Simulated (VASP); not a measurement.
# Ge (Cmcm) in VASP: a series of runs

The runs below take Ge through single point, with r2SCAN.

Program: VASP 6.6.1. These are calculated values, not measurements. Logs are shortened: lines on timing, memory, paths and dates and some standing lists are left out, and cuts for length are marked.

### Step 1. The cell of the first run

It takes space group Cmcm (No. 63, orthorhombic). Conventional cell: a = 2.931 Å, b = 5.112 Å, c = 4.728 Å, α = 90.00°, β = 90.00°, γ = 90.00°. Ge (site symmetry m2m) has 12 Ge at 2.91 to 2.95 Å within 3.8 Å.

This isn't the form of Ge at room conditions, which is diamond.

### Step 2. Single point, r2SCAN (strain -0.0150 x Voigt [1, 1, 0, 0, 0, 0])

POSCAR reads:

```
Ge
1.0
    1.4657321311     -2.5557692658      0.0000000000
    1.4657321311      2.5557692658      0.0000000000
    0.0000000000      0.0000000000      4.7275957900
Ge
2
Direct
    0.6665533700      0.3334466300      0.2500000000
    0.3334466300      0.6665533700      0.7500000000
```

INCAR.step1 reads:

```
ALGO = Normal
EDIFF = 1E-4
ENCUT = 520
GGA = PE
ISMEAR = 0
LASPH = True
LCHARG = False
LREAL = False
LWAVE = True
NBANDS = 21
NELM = 100
PREC = Accurate
SIGMA = 0.15
```

INCAR.step2 reads:

```
ALGO = Normal
EDIFF = 1E-6
ENCUT = 520
ISIF = 2
ISMEAR = 0
ISTART = 1
LASPH = True
LCHARG = False
LMIXTAU = True
LREAL = False
LWAVE = False
METAGGA = R2SCAN
NBANDS = 21
NELM = 100
PREC = Accurate
SIGMA = 0.15
```

KPOINTS reads:

```
k-points
0
Gamma
  18 18 10
```

Potentials or basis: VASP PAW PBE potentials, release 64 (Ge_d).

Launch:

```sh
> cat potpaw_PBE.64/Ge_d/POTCAR > POTCAR
> cp INCAR.step1 INCAR
> mpirun -np 1 vasp_std > vasp.out
> cp INCAR.step2 INCAR
> mpirun -np 1 vasp_std > vasp.out
```

OUTCAR:

```text
EDIFF = 1E-6
   ENCUT = 520
   ISIF = 2
   ISMEAR = 0
   ISTART = 1
   LASPH = True
   LREAL = False
   METAGGA = R2SCAN
   NELM = 100
   PREC = Accurate

 ion  position               nearest neighbor table
   1  0.667  0.333  0.250-   2 2.91   2 2.91   2 2.91   2 2.91   2 2.91   2 2.91
   2  0.333  0.667  0.750-   1 2.91   1 2.91   1 2.91   1 2.91   1 2.91   1 2.91

  LATTYP: Found a base centered orthorhombic cell.
 ALAT       =     2.9314642622
 B/A-ratio  =     1.7436809984
 C/A-ratio  =     1.6127079736

  Lattice vectors:

 A1 = (   1.4657321311,  -2.5557692658,   0.0000000000)
 A2 = (   1.4657321311,   2.5557692658,   0.0000000000)
 A3 = (   0.0000000000,   0.0000000000,   4.7275957900)

Analysis of symmetry for initial positions (statically):
=====================================================================
 Subroutine PRICEL returns:
 Original cell was already a primitive cell.

 Routine SETGRP: Setting up the symmetry group for a
 base centered orthorhombic supercell.

 Subroutine GETGRP returns: Found  8 space group operations
 (whereof  4 operations were pure point group operations)
 out of a pool of  8 trial point group operations.

The static configuration has the point symmetry C_2h.
 The point group associated with its full space group is D_2h.

Analysis of symmetry for dynamics (positions and initial velocities):
=====================================================================
 Subroutine PRICEL returns:
 Original cell was already a primitive cell.

 Routine SETGRP: Setting up the symmetry group for a
 base centered orthorhombic supercell.

 Subroutine GETGRP returns: Found  8 space group operations
 (whereof  4 operations were pure point group operations)
 out of a pool of  8 trial point group operations.

The dynamic configuration has the point symmetry C_2h.
 The point group associated with its full space group is D_2h.

 Subroutine INISYM returns: Found  8 space group operations
 (whereof  4 operations are pure point group operations),
 and found     1 'primitive' translations

----------------------------------------------------------------------------------------

                                     Primitive cell

  volume of cell :      35.4198

  direct lattice vectors                    reciprocal lattice vectors
[... 81 lines left out ...]
   ISPIN  =      1    spin polarized calculation?
   LNONCOLLINEAR =      F non collinear calculations
   LSORBIT =      F    spin-orbit coupling
   LASPH  =      T    aspherical Exc in radial PAW
   ENCUT  =  520.0 eV  38.22 Ry    6.18 a.u.   5.48  5.48  8.79*2*pi/ulx,y,z
   NELM   =    100;   NELMIN=  2; NELMDL=  0     # of ELM steps
   EDIFF  = 0.1E-05   stopping-criterion for ELM
   LREAL  =      F    real-space projection
   EDIFFG = 0.1E-04   stopping-criterion for IOM
   NSW    =      0    number of steps for IOM
   IBRION =     -1    ionic relax: 0-MD 1-quasi-New 2-CG
   NFREE  =      0    steps in history (QN), initial steepest desc. (CG)
   ISIF   =      2    stress and relaxation
   ISYM   =      2    0-nonsym 1-usesym 2-fastsym
   POTIM  = 0.5000    time-step for ionic-motion
   TEBEG  =    0.0;   TEEND  =   0.0 temperature during run
   PSTRESS=    0.0 pullay stress
   NELECT =      28.0000    total number of electrons
   NUPDOWN=      -1.0000    fix difference up-down
   EMIN   =  10.00;   EMAX   =-10.00  energy-range for DOS
   EFERMI =   0.00;   METHOD = LEGACY
   ISMEAR =     0;   SIGMA  =   0.15  broadening in eV -4-tet -1-fermi 0-gaus
   EFERMI_NEDOS =   21; number of points for ismear=-14 and -15
   IALGO  =     38    algorithm
   IMIX   =      4    mixing-type and parameters
     AMIX     =   0.40;   BMIX     =  1.00
     AMIX_MAG =   1.60;   BMIX_MAG =  1.00
  volume/ion in A,a.u.               =      17.71       119.51
  Fermi-wavevector in a.u.,A,eV,Ry     =   1.513719  2.860514 31.175652  2.291346
  Thomas-Fermi vector in A             =   2.623473
   LORBIT       =      0    0 simple, 1 ext, 2 COOP (PROOUT), +10 PAW based schemes
   METAGGA = R2SCAN    functional components
   LHFCALC =     F    Hartree Fock is set to
   AEXX    =    0.0000 exact exchange contribution
   IVDW    =     0    specifies the selected vdW correction
   LEPSILON=     F    determine dielectric tensor
   LRPA    =     F    only Hartree local field effects (RPA)
 non-spin polarized calculation
 Gauss-broadening in eV      SIGMA  =   0.15
  energy-cutoff  :      520.00
  volume of cell :       35.42
 maximum number of plane-waves:       982
 NGX is ok and might be reduce to    24
   NGX = 11   NGY = 11   NGZ = 17

 number of electron      27.9999998 magnetization

 Free energy of the ion-electron system (eV)
  ---------------------------------------------------
  ext. energy  EPLUGINS =         0.00000000
  ---------------------------------------------------
  free energy    TOTEN  =       -26.57120334 eV

  energy without entropy =      -26.56020861  energy(sigma->0) =      -26.56570597

 E-fermi :   7.4407     XC(G=0): -12.8494

 val. band max:        7.4398517475   @ k =   0.2222   0.1667   0.2000
 cond. band min:       7.4454195146   @ k =   0.3889   0.0556   0.0000
 fundamental gap:      0.0055677672
 Fermi energy:         7.4406799635

 k-point     1 :       0.0000    0.0000    0.0000
  band No.  band energies     occupation
      1     -18.1467      2.00000
      2     -18.1328      2.00000
      3     -18.1321      2.00000
      4     -18.1275      2.00000
      5     -18.1215      2.00000
      6     -18.1175      2.00000
[... 565 lines left out ...]
     20      20.7882      0.00000
     21      22.0205      0.00000

 [... further k-points ...]

------------------------ aborting loop because EDIFF is reached ----------------------------------------

  FORCE on cell =-STRESS in cart. coord.  units (eV):
  Direction    XX          YY          ZZ          XY          YZ          ZX
  --------------------------------------------------------------------------------------
  -------------------------------------------------------------------------------------
  Total        0.8595912      0.8735787      0.9916877      0.0000000      0.0000000      0.0000000
  in kB       38.8826588     39.5153664     44.8578975      0.0000000      0.0000000      0.0000000
  external PRESSURE =      41.0853075 kB  Pullay stress =       0.0000000 kB

 VOLUME and BASIS-vectors are now :
 -----------------------------------------------------------------------------
  energy-cutoff  :      520.00
  volume of cell :       35.42
      direct lattice vectors                 reciprocal lattice vectors
     1.465732131 -2.555769266  0.000000000     0.341126451 -0.195635814  0.000000000
     1.465732131  2.555769266  0.000000000     0.341126451  0.195635814  0.000000000
     0.000000000  0.000000000  4.727595790     0.000000000  0.000000000  0.211524006

 POSITION                                       TOTAL-FORCE (eV/Angst)
 -----------------------------------------------------------------------------------
      1.46573     -0.85134      1.18190         0.000000      0.002191      0.000000
      1.46573      0.85134      3.54570         0.000000     -0.002191      0.000000
 -----------------------------------------------------------------------------------
    total drift:                                0.000000     -0.000000      0.000000

  FREE ENERGIE OF THE ION-ELECTRON SYSTEM (eV)
  ---------------------------------------------------
  free  energy   TOTEN  =       -26.5712033399 eV

  energy  without entropy=      -26.5602086071  energy(sigma->0) =      -26.56570597
```

OSZICAR.step1:

```text
N       E                     dE             d eps       ncg     rms          rms(c)
DAV:   1     0.172789712000E+03    0.17279E+03   -0.14143E+04 26661   0.387E+03
DAV:   2     0.144402924944E+02   -0.15835E+03   -0.15318E+03 23097   0.581E+02
DAV:   3    -0.774004229802E+01   -0.22180E+02   -0.21953E+02 25643   0.130E+02
DAV:   4    -0.833077919009E+01   -0.59074E+00   -0.59026E+00 26207   0.244E+01
DAV:   5    -0.833920337936E+01   -0.84242E-02   -0.84240E-02 25882   0.317E+00    0.176E+00
DAV:   6    -0.831764076546E+01    0.21563E-01   -0.17923E-02 31438   0.216E+00    0.969E-01
DAV:   7    -0.830761533378E+01    0.10025E-01   -0.11731E-02 31330   0.141E+00    0.796E-02
DAV:   8    -0.830728557795E+01    0.32976E-03   -0.10286E-03 27020   0.588E-01    0.286E-02
DAV:   9    -0.830729586867E+01   -0.10291E-04   -0.21646E-05 15804   0.550E-02
   1 F= -.83072959E+01 E0= -.83014296E+01  d E =-.117325E-01
```

Wall time 7 min (1 thread of Intel Xeon 6975P-C (Granite Rapids), shared host); peak memory 0.41 GiB.

What came out:

```
Free energy            : -26.5712 eV
Pressure               : 4.1 GPa
Band gap on the k mesh : zero (bands 14 and 15 overlap by 10.87 eV)
```

Forces in eV/Å, atoms in the order of the input:
```
Ge   0.000  0.002  0.000
Ge   0.000 -0.002  0.000
```

Stress tensor (GPa, compression positive):
```
3.89 0.00 0.00
0.00 3.95 0.00
0.00 0.00 4.49
```

Caveat: the cell differs from its parent crystal (strain -0.0150 x Voigt [1, 1, 0, 0, 0, 0]); the cell stands under pressure; the PAW data sets were made with another functional, which shifts forces and pressure a little.

### Step 3. Single point, r2SCAN (strain +0.0100 x Voigt [1, 1, 0, 0, 0, 0])

POSCAR reads:

```
Ge
1.0
    1.5029334543     -2.6206365061      0.0000000000
    1.5029334543      2.6206365061      0.0000000000
    0.0000000000      0.0000000000      4.7275957900
Ge
2
Direct
    0.6665533700      0.3334466300      0.2500000000
    0.3334466300      0.6665533700      0.7500000000
```

INCAR.step1 reads:

```
PREC = Accurate
ENCUT = 520
ISMEAR = 0
SIGMA = 0.15
LREAL = F
LASPH = T
NELM = 80
NBANDS = 21
GGA = PE
ALGO = Normal
EDIFF = 1E-4
LWAVE = T
LCHARG = F
```

INCAR.step2 reads:

```
PREC = Accurate
ENCUT = 520
EDIFF = 1E-6
ISMEAR = 0
SIGMA = 0.15
LREAL = F
LASPH = T
NELM = 80
ALGO = Normal
ISIF = 2
LWAVE = F
LCHARG = F
METAGGA = R2SCAN
LMIXTAU = T
NBANDS = 21
ISTART = 1
```

KPOINTS reads:

```
Automatic mesh
0
Gamma
  18 18 10
```

Potentials or basis: VASP PAW PBE potentials, release 64 (Ge_d).

Launch:

```sh
> cat potpaw_PBE.64/Ge_d/POTCAR > POTCAR
> cp INCAR.step1 INCAR
> mpirun -np 1 vasp_std > vasp.out
> cp INCAR.step2 INCAR
> mpirun -np 1 vasp_std > vasp.out
```

OUTCAR:

```text
PREC = Accurate
   ENCUT = 520
   EDIFF = 1E-6
   ISMEAR = 0
   LREAL = F
   LASPH = T
   NELM = 80
   ISIF = 2
   METAGGA = R2SCAN
   ISTART = 1

 ion  position               nearest neighbor table
   1  0.667  0.333  0.250-
   2  0.333  0.667  0.750-

  LATTYP: Found a base centered orthorhombic cell.
 ALAT       =     3.0058669086
 B/A-ratio  =     1.7436809984
 C/A-ratio  =     1.5727894593

  Lattice vectors:

 A1 = (   1.5029334543,  -2.6206365061,   0.0000000000)
 A2 = (   1.5029334543,   2.6206365061,   0.0000000000)
 A3 = (   0.0000000000,   0.0000000000,   4.7275957900)

Analysis of symmetry for initial positions (statically):
=====================================================================
 Subroutine PRICEL returns:
 Original cell was already a primitive cell.

 Routine SETGRP: Setting up the symmetry group for a
 base centered orthorhombic supercell.

[... 162 lines left out ...]
  ext. energy  EPLUGINS =         0.00000000
  ---------------------------------------------------
  free energy    TOTEN  =       -26.59459836 eV

  energy without entropy =      -26.58467141  energy(sigma->0) =      -26.58963488

 E-fermi :   6.8464     XC(G=0): -12.5486

 val. band max:        6.8413568870   @ k =   0.2778   0.2222   0.2000
 cond. band min:       6.8468878976   @ k =   0.3333   0.3333   0.0000
 fundamental gap:      0.0055310106
 Fermi energy:         6.8464054777

 k-point     1 :       0.0000    0.0000    0.0000
  band No.  band energies     occupation
      1     -18.6807      2.00000
      2     -18.6704      2.00000
      3     -18.6667      2.00000
      4     -18.6647      2.00000
      5     -18.6608      2.00000
      6     -18.6576      2.00000
[... 565 lines left out ...]
     20      19.9492      0.00000
     21      20.8315      0.00000

 [... further k-points ...]

------------------------ aborting loop because EDIFF is reached ----------------------------------------

  FORCE on cell =-STRESS in cart. coord.  units (eV):
  Direction    XX          YY          ZZ          XY          YZ          ZX
  --------------------------------------------------------------------------------------
  -------------------------------------------------------------------------------------
  Total        0.0484061      0.0316199      0.1485730      0.0000000     -0.0000000      0.0000000
  in kB        2.0825435      1.3603600      6.3919547      0.0000000     -0.0000000      0.0000000
  external PRESSURE =       3.2782860 kB  Pullay stress =       0.0000000 kB

 VOLUME and BASIS-vectors are now :
 -----------------------------------------------------------------------------
  energy-cutoff  :      520.00
  volume of cell :       37.24
      direct lattice vectors                 reciprocal lattice vectors
     1.502933454 -2.620636506  0.000000000     0.332682727 -0.190793343  0.000000000
     1.502933454  2.620636506  0.000000000     0.332682727  0.190793343  0.000000000
     0.000000000  0.000000000  4.727595790     0.000000000  0.000000000  0.211524006

 POSITION                                       TOTAL-FORCE (eV/Angst)
 -----------------------------------------------------------------------------------
      1.50293     -0.87295      1.18190         0.000000      0.003258      0.000000
      1.50293      0.87295      3.54570         0.000000     -0.003258      0.000000
 -----------------------------------------------------------------------------------
    total drift:                                0.000000     -0.000000      0.000000

  FREE ENERGIE OF THE ION-ELECTRON SYSTEM (eV)
  ---------------------------------------------------
  free  energy   TOTEN  =       -26.5945983602 eV

  energy  without entropy=      -26.5846714094  energy(sigma->0) =      -26.58963488
```

OUTCAR.step1:

```text
PREC = Accurate
   ENCUT = 520
   ISMEAR = 0
   LREAL = F
   LASPH = T
[... 800 lines left out ...]
 -----------------------------------------------------------------------------------
      1.50293     -0.87295      1.18190         0.000000      0.004452      0.000000
      1.50293      0.87295      3.54570         0.000000     -0.004452      0.000000
 -----------------------------------------------------------------------------------
    total drift:                                0.000000     -0.000000      0.000000

  FREE ENERGIE OF THE ION-ELECTRON SYSTEM (eV)
  ---------------------------------------------------
  free  energy   TOTEN  =        -8.3595062572 eV

  energy  without entropy=       -8.3491599672  energy(sigma->0) =       -8.35433311
```

OSZICAR.step1:

```text
N       E                     dE             d eps       ncg     rms          rms(c)
DAV:   1     0.176562552872E+03    0.17656E+03   -0.14259E+04 26080   0.381E+03
DAV:   2     0.154116191723E+02   -0.16115E+03   -0.15601E+03 23097   0.590E+02
DAV:   3    -0.773195384473E+01   -0.23144E+02   -0.22918E+02 25761   0.132E+02
DAV:   4    -0.837886647746E+01   -0.64691E+00   -0.64647E+00 26086   0.253E+01
DAV:   5    -0.838842722475E+01   -0.95607E-02   -0.95605E-02 26108   0.340E+00    0.161E+00
DAV:   6    -0.836863884777E+01    0.19788E-01   -0.18044E-02 31423   0.210E+00    0.882E-01
DAV:   7    -0.835979823534E+01    0.88406E-02   -0.11459E-02 31320   0.137E+00    0.779E-02
DAV:   8    -0.835949659887E+01    0.30164E-03   -0.10321E-03 26598   0.572E-01    0.273E-02
DAV:   9    -0.835950625725E+01   -0.96584E-05   -0.19912E-05 15861   0.555E-02
   1 F= -.83595063E+01 E0= -.83543331E+01  d E =-.103463E-01
```

Run time: 17 min. Hardware: 1 thread of Intel Xeon 8259CL, shared host; peak memory 0.4 GiB.

Results:

| Quantity | Value |
| --- | --- |
| Free energy | -26.5946 eV |
| Pressure | 0.3 GPa |
| Largest force | 0.003 eV/Å |
| Band gap on the k mesh | zero (bands 14 and 15 overlap by 9.94 eV) |

Forces on the atoms (eV/Å):
```
Ge   0.000  0.003  0.000
Ge   0.000 -0.003  0.000
```

Stress tensor (GPa, compression positive):
```
0.21 0.00 0.00
0.00 0.14 0.00
0.00 0.00 0.64
```

Levels at points of the mesh, in eV from the Fermi level:
```
           k point  band 12  band 13  band 14  band 15  band 16  band 17
(0.00, 0.00, 0.00)    -7.75    -5.81     6.56     6.68     8.78     8.90
(0.50, 0.00, 0.00)    -7.50    -2.36    -1.36    -1.09     1.48     2.28
(0.50, 0.50, 0.00)    -7.54    -2.40    -1.38    -1.16     1.45     2.44
(0.00, 0.00, 0.50)   -12.25     2.03     2.03     7.77     7.77     7.89
(0.50, 0.00, 0.50)    -7.40    -5.24    -5.24     4.04     4.04     5.20
(0.50, 0.50, 0.50)    -7.48    -5.26    -5.26     4.20     4.20     5.22
```

Caveat: the cell differs from its parent crystal (strain +0.0100 x Voigt [1, 1, 0, 0, 0, 0]); the PAW data sets were made with another functional, which shifts forces and pressure a little.
